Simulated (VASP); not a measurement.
# NaI (Fm-3m) in VASP: a series of runs

NaI is run at these levels: LDA; tasks: single point.

Program: VASP 6.6.1. These are calculated values, not measurements. Logs are shortened: lines on timing, memory, paths and dates and some standing lists are left out, and cuts for length are marked.

## 1. The cell of the first run

The structure is cubic, space group Fm-3m (No. 225). The conventional cell has a = 6.262 Å, b = 6.262 Å, c = 6.262 Å, α = 90.00°, β = 90.00°, γ = 90.00°. Within 4.1 Å of Na (site symmetry m-3m) lie 6 I at 3.13 Å. I (site symmetry m-3m) has 6 Na at 3.13 Å within 4.1 Å.

## 2. Single point, LDA

File INCAR:

```
  PREC = Accurate
  ENCUT = 520
  EDIFF = 1E-6
  ISMEAR = 0
  SIGMA = 0.01
  LREAL = F
  LASPH = T
  NELM = 100
  ALGO = Normal
  ISIF = 2
  LWAVE = F
  LCHARG = F
  NBANDS = 14
```

File KPOINTS:

```
regular mesh
0
Gamma
  6 6 6
```

File POSCAR:

```
NaI
1.0
    0.0000000000      3.1310871851      3.1310871851
    3.1310871851      0.0000000000      3.1310871851
    3.1310871851      3.1310871851      0.0000000000
Na I
1 1
Direct
    0.0000000000      0.0000000000      0.0000000000
    0.5000000000      0.5000000000      0.5000000000
```

Potentials or basis: VASP PAW LDA potentials, release 64 (Na_pv, I).

Run with:

```bash
$ cat potpaw_LDA.64/Na_pv/POTCAR potpaw_LDA.64/I/POTCAR > POTCAR
$ mpirun -np 1 vasp_std > vasp.out
```

OUTCAR:

```text
PREC = Accurate
   ENCUT = 520
   EDIFF = 1E-6
   ISMEAR = 0
   LREAL = F
   LASPH = T
   NELM = 100
   ISIF = 2

 ion  position               nearest neighbor table
   1  0.000  0.000  0.000-   2 3.13   2 3.13   2 3.13   2 3.13   2 3.13   2 3.13
   2  0.500  0.500  0.500-   1 3.13   1 3.13   1 3.13   1 3.13   1 3.13   1 3.13

  LATTYP: Found a face centered cubic cell.
 ALAT       =     6.2621743702

  Lattice vectors:

 A1 = (   0.0000000000,   3.1310871851,   3.1310871851)
 A2 = (   3.1310871851,   0.0000000000,   3.1310871851)
 A3 = (   3.1310871851,   3.1310871851,   0.0000000000)

Analysis of symmetry for initial positions (statically):
=====================================================================
 Subroutine PRICEL returns:
 Original cell was already a primitive cell.

 Routine SETGRP: Setting up the symmetry group for a
 face centered cubic supercell.

 Subroutine GETGRP returns: Found 48 space group operations
 (whereof 48 operations were pure point group operations)
 out of a pool of 48 trial point group operations.

The static configuration has the point symmetry O_h .

Analysis of symmetry for dynamics (positions and initial velocities):
=====================================================================
 Subroutine PRICEL returns:
 Original cell was already a primitive cell.

 Routine SETGRP: Setting up the symmetry group for a
 face centered cubic supercell.

 Subroutine GETGRP returns: Found 48 space group operations
 (whereof 48 operations were pure point group operations)
 out of a pool of 48 trial point group operations.

The dynamic configuration has the point symmetry O_h .

 Subroutine INISYM returns: Found 48 space group operations
 (whereof 48 operations are pure point group operations),
 and found     1 'primitive' translations

----------------------------------------------------------------------------------------

                                     Primitive cell

  volume of cell :      61.3925

  direct lattice vectors                    reciprocal lattice vectors
     0.000000000  3.131087185  3.131087185    -0.159688942  0.159688942  0.159688942
     3.131087185  0.000000000  3.131087185     0.159688942 -0.159688942  0.159688942
     3.131087185  3.131087185  0.000000000     0.159688942  0.159688942 -0.159688942

  length of vectors
     4.428025962  4.428025962  4.428025962     0.276589361  0.276589361  0.276589361

  position of ions in fractional coordinates (direct lattice)
     0.000000000  0.000000000  0.000000000
     0.500000000  0.500000000  0.500000000

  ion indices of the primitive-cell ions
   primitive index   ion index
                 1           1
                 2           2

----------------------------------------------------------------------------------------

 KPOINTS: regular mesh

Automatic generation of k-mesh.
 Grid dimensions read from file:
 generate k-points for:    6    6    6

 Generating k-lattice:

  Cartesian coordinates                     Fractional coordinates (reciprocal lattice)
    -0.026614824  0.026614824  0.026614824     0.166666667  0.000000000  0.000000000
     0.026614824 -0.026614824  0.026614824     0.000000000  0.166666667  0.000000000
     0.026614824  0.026614824 -0.026614824     0.000000000  0.000000000  0.166666667

  Length of vectors
     0.046098227  0.046098227  0.046098227

  Shift w.r.t. Gamma in fractional coordinates (k-lattice)
     0.000000000  0.000000000  0.000000000

 Subroutine IBZKPT returns following result:
 ===========================================

 Found     16 irreducible k-points:

 Following reciprocal coordinates:
            Coordinates               Weight
  0.000000  0.000000  0.000000      1.000000
  0.166667  0.000000  0.000000      8.000000
  0.333333  0.000000  0.000000      8.000000
  0.500000  0.000000  0.000000      4.000000
  0.166667  0.166667  0.000000      6.000000
  0.333333  0.166667  0.000000     24.000000
[... 8 lines left out ...]
 -0.333333  0.333333  0.166667     24.000000
 -0.333333  0.500000  0.166667     12.000000
   k-points           NKPTS =     16   k-points in BZ     NKDIM =     16   number of bands    NBANDS=     14
   number of dos      NEDOS =    301   number of ions     NIONS =      2
   total plane-waves  NPLWV =  46656
   dimension x,y,z NGX =    36 NGY =   36 NGZ =   36
   dimension x,y,z NGXF=    72 NGYF=   72 NGZF=   72
   ions per type =               1   1
   NGX,Y,Z   is equivalent  to a cutoff of  13.52, 13.52, 13.52 a.u.
   NGXF,Y,Z  is equivalent  to a cutoff of  27.03, 27.03, 27.03 a.u.
 SYSTEM =  unknown system
   PREC   = accura    normal or accurate (medium, high low for compatibility)
   ISTART =      0    job   : 0-new  1-cont  2-samecut
   ICHARG =      2    charge: 1-file 2-atom 10-const
   ISPIN  =      1    spin polarized calculation?
   LNONCOLLINEAR =      F non collinear calculations
   LSORBIT =      F    spin-orbit coupling
   LASPH  =      T    aspherical Exc in radial PAW
   ENCUT  =  520.0 eV  38.22 Ry    6.18 a.u.   8.23  8.23  8.23*2*pi/ulx,y,z
   NELM   =    100;   NELMIN=  2; NELMDL= -5     # of ELM steps
   EDIFF  = 0.1E-05   stopping-criterion for ELM
   LREAL  =      F    real-space projection
[... 7 lines left out ...]
   TEBEG  =    0.0;   TEEND  =   0.0 temperature during run
   PSTRESS=    0.0 pullay stress
   NELECT =      14.0000    total number of electrons
   NUPDOWN=      -1.0000    fix difference up-down
   EMIN   =  10.00;   EMAX   =-10.00  energy-range for DOS
   EFERMI =   0.00;   METHOD = LEGACY
   ISMEAR =     0;   SIGMA  =   0.01  broadening in eV -4-tet -1-fermi 0-gaus
   EFERMI_NEDOS =   21; number of points for ismear=-14 and -15
   IALGO  =     38    algorithm
   IMIX   =      4    mixing-type and parameters
     AMIX     =   0.40;   BMIX     =  1.00
     AMIX_MAG =   1.60;   BMIX_MAG =  1.00
  volume/ion in A,a.u.               =      30.70       207.15
  Fermi-wavevector in a.u.,A,eV,Ry     =   1.000182  1.890070 13.610778  1.000364
  Thomas-Fermi vector in A             =   2.132521
   LORBIT       =      0    0 simple, 1 ext, 2 COOP (PROOUT), +10 PAW based schemes
   GGA     = CA    functional components
   LHFCALC =     F    Hartree Fock is set to
   AEXX    =    0.0000 exact exchange contribution
   IVDW    =     0    specifies the selected vdW correction
   LEPSILON=     F    determine dielectric tensor
   LRPA    =     F    only Hartree local field effects (RPA)
 non-spin polarized calculation
 Gauss-broadening in eV      SIGMA  =   0.01
  energy-cutoff  :      520.00
  volume of cell :       61.39
 maximum number of plane-waves:      1676
 NGX is ok and might be reduce to    36
   NGX = 17   NGY = 17   NGZ = 17

 number of electron      13.9999995 magnetization

 Free energy of the ion-electron system (eV)
  ---------------------------------------------------
  ext. energy  EPLUGINS =         0.00000000
  ---------------------------------------------------
  free energy    TOTEN  =        -6.01683845 eV

  energy without entropy =       -6.01683845  energy(sigma->0) =       -6.01683845

 E-fermi :   1.4278     XC(G=0):  -8.5024

 val. band max:        1.3614599748   @ k =   0.0000   0.0000   0.0000
 cond. band min:       4.9921103971   @ k =   0.0000   0.0000   0.0000
 fundamental gap:      3.6306504223
 Fermi energy:         1.4277756480

 k-point     1 :       0.0000    0.0000    0.0000
  band No.  band energies     occupation
      1     -20.9464      2.00000
      2     -20.9464      2.00000
      3     -20.9464      2.00000
      4     -10.0028      2.00000
      5       1.3615      2.00000
      6       1.3615      2.00000
      7       1.3615      2.00000
      8       4.9921      0.00000
      9       9.1527      0.00000
     10       9.1527      0.00000
     11       9.1527      0.00000
     12      11.1876      0.00000
     13      11.1876      0.00000
     14      11.6194      0.00000

 k-point     2 :       0.1667    0.0000    0.0000
  band No.  band energies     occupation
      1     -20.9487      2.00000
      2     -20.9465      2.00000
      3     -20.9465      2.00000
      4      -9.9040      2.00000
      5       0.4624      2.00000
      6       1.2654      2.00000
      7       1.2654      2.00000
      8       5.8801      0.00000
      9       8.6872      0.00000
     10       9.3843      0.00000
     11       9.3843      0.00000
     12      10.6279      0.00000
     13      10.6279      0.00000
     14      12.2344      0.00000

 k-point     3 :       0.3333    0.0000    0.0000
  band No.  band energies     occupation
      1     -20.9534      2.00000
      2     -20.9467      2.00000
      3     -20.9467      2.00000
      4      -9.6911      2.00000
      5      -0.7661      2.00000
      6       1.0884      2.00000
      7       1.0884      2.00000
      8       6.3377      0.00000
      9       8.9857      0.00000
     10       8.9857      0.00000
     11       9.6535      0.00000
     12      11.5034      0.00000
     13      11.7285      0.00000
     14      11.7285      0.00000

 k-point     4 :       0.5000    0.0000    0.0000
  band No.  band energies     occupation
      1     -20.9558      2.00000
      2     -20.9469      2.00000
      3     -20.9469      2.00000
      4      -9.5757      2.00000
      5      -1.2661      2.00000
      6       1.0063      2.00000
      7       1.0063      2.00000
      8       6.2505      0.00000
      9       8.7202      0.00000
     10       8.7202      0.00000
     11      10.5641      0.00000
     12      11.6733      0.00000
     13      14.0070      0.00000
     14      14.1182      0.00000

 k-point     5 :       0.1667    0.1667    0.0000
  band No.  band energies     occupation
      1     -20.9484      2.00000
      2     -20.9471      2.00000
      3     -20.9471      2.00000
      4      -9.8733      2.00000
      5       0.4698      2.00000
      6       1.0959      2.00000
      7       1.0959      2.00000
      8       6.2279      0.00000
      9       8.0374      0.00000
     10       9.3748      0.00000
     11       9.8796      0.00000
[... 140 lines left out ...]
 k-point    14 :       0.5000    0.3333    0.1667
  band No.  band energies     occupation
      1     -20.9527      2.00000
      2     -20.9494      2.00000
      3     -20.9478      2.00000
      4      -9.5641      2.00000
      5      -0.6753      2.00000
      6       0.2301      2.00000
      7       0.7259      2.00000
      8       7.3023      0.00000
      9       7.9238      0.00000
     10       8.3518      0.00000
     11      10.5589      0.00000
     12      11.6122      0.00000
     13      13.7129      0.00000
     14      14.7408      0.00000

 k-point    15 :      -0.3333    0.3333    0.1667
  band No.  band energies     occupation
      1     -20.9529      2.00000
      2     -20.9501      2.00000
      3     -20.9483      2.00000
      4      -9.4919      2.00000
      5      -0.7268      2.00000
      6      -0.0803      2.00000
      7       0.5572      2.00000
      8       7.3574      0.00000
      9       7.9406      0.00000
     10       9.3041      0.00000
     11       9.9368      0.00000
     12      11.9196      0.00000
     13      13.4159      0.00000
     14      14.7505      0.00000

 k-point    16 :      -0.3333    0.5000    0.1667
  band No.  band energies     occupation
      1     -20.9522      2.00000
      2     -20.9502      2.00000
      3     -20.9495      2.00000
      4      -9.4663      2.00000
      5      -0.6691      2.00000
      6       0.0039      2.00000
      7       0.2647      2.00000
      8       6.6719      0.00000
      9       7.6562      0.00000
     10      10.0680      0.00000
     11      10.0919      0.00000
     12      13.2940      0.00000
     13      14.1255      0.00000
     14      14.4445      0.00000

------------------------ aborting loop because EDIFF is reached ----------------------------------------

  FORCE on cell =-STRESS in cart. coord.  units (eV):
  Direction    XX          YY          ZZ          XY          YZ          ZX
  --------------------------------------------------------------------------------------
  -------------------------------------------------------------------------------------
  Total        0.0072660      0.0072660      0.0072660     -0.0000000     -0.0000000      0.0000000
  in kB        0.1896234      0.1896234      0.1896234     -0.0000000     -0.0000000      0.0000000
  external PRESSURE =       0.1896234 kB  Pullay stress =       0.0000000 kB

 VOLUME and BASIS-vectors are now :
 -----------------------------------------------------------------------------
  energy-cutoff  :      520.00
  volume of cell :       61.39
      direct lattice vectors                 reciprocal lattice vectors
     0.000000000  3.131087185  3.131087185    -0.159688942  0.159688942  0.159688942
     3.131087185  0.000000000  3.131087185     0.159688942 -0.159688942  0.159688942
     3.131087185  3.131087185  0.000000000     0.159688942  0.159688942 -0.159688942

 POSITION                                       TOTAL-FORCE (eV/Angst)
 -----------------------------------------------------------------------------------
      0.00000      0.00000      0.00000         0.000000     -0.000000     -0.000000
      3.13109      3.13109      3.13109        -0.000000      0.000000      0.000000
 -----------------------------------------------------------------------------------
    total drift:                                0.000000      0.000000      0.000000

  FREE ENERGIE OF THE ION-ELECTRON SYSTEM (eV)
  ---------------------------------------------------
  free  energy   TOTEN  =        -6.0168384543 eV

  energy  without entropy=       -6.0168384543  energy(sigma->0) =       -6.01683845
```

Run time: 14 s. Hardware: 1 thread of Intel Xeon Platinum 8259CL at 2.50GHz (Skylake/Cascade Lake), shared host; peak memory 0.17 GiB.

What came out:

| Item | Value |
| --- | --- |
| Free energy | -6.0168 eV |
| Pressure | 0.0 GPa |
| Band gap on the k mesh | 3.63 eV, direct |

Levels at points of the mesh, in eV from the valence-band top:
```tsv
k point	band 3	band 4	band 5	band 6	band 7	band 8	band 9	band 10	band 11	band 12
(0.00, 0.00, 0.00)	-22.31	-11.36	0.00	0.00	0.00	3.63	7.79	7.79	7.79	9.83
(0.50, 0.00, 0.00)	-22.31	-10.94	-2.63	-0.36	-0.36	4.89	7.36	7.36	9.20	10.31
(0.50, 0.50, 0.00)	-22.31	-10.84	-2.30	-0.91	-0.91	4.33	5.18	10.28	11.63	11.63
```

Caveat: spin-orbit coupling is left out, which moves the levels of the heavy elements. As with any semilocal functional, this LDA gap is likely too small.

## 3. Single point, LDA

File INCAR:

```
  PREC = Accurate
  ENCUT = 520
  EDIFF = 1E-7
  ISMEAR = 0
  SIGMA = 0.01
  LREAL = F
  LASPH = T
  NELM = 80
  ALGO = Normal
  ISIF = 2
  LWAVE = F
  LCHARG = F
  GGA = CA
  NBANDS = 14
```

KPOINTS is that of step 2.

POSCAR is that of step 2.

Potentials or basis: VASP PAW LDA potentials, release 64 (Na_pv, I).

Run with:

```bash
$ cat potpaw_LDA.64/Na_pv/POTCAR potpaw_LDA.64/I/POTCAR > POTCAR
$ mpirun -np 1 vasp_std > vasp.out
```

Run time: 14 s. Hardware: 1 thread of Intel Xeon Platinum 8259CL at 2.50GHz (Skylake/Cascade Lake), shared host; peak memory 0.17 GiB.

The run converged. Its results:

- Free energy: -6.0168 eV
- Pressure: 0.0 GPa
- Band gap on the k mesh: 3.63 eV, direct

Levels at points of the mesh, in eV from the valence-band top:
```tsv
k point	band 4	band 5	band 6	band 7	band 8	band 9	band 10	band 11
(0.00, 0.00, 0.00)	-11.36	0.00	0.00	0.00	3.63	7.79	7.79	7.79
(0.50, 0.00, 0.00)	-10.94	-2.63	-0.36	-0.36	4.89	7.36	7.36	9.20
(0.50, 0.50, 0.00)	-10.84	-2.30	-0.91	-0.91	4.33	5.18	10.28	11.63
```

Caveat: spin-orbit coupling is left out, which moves the levels of the heavy elements. LDA gaps usually lie below the measured ones, often by a third to a half.
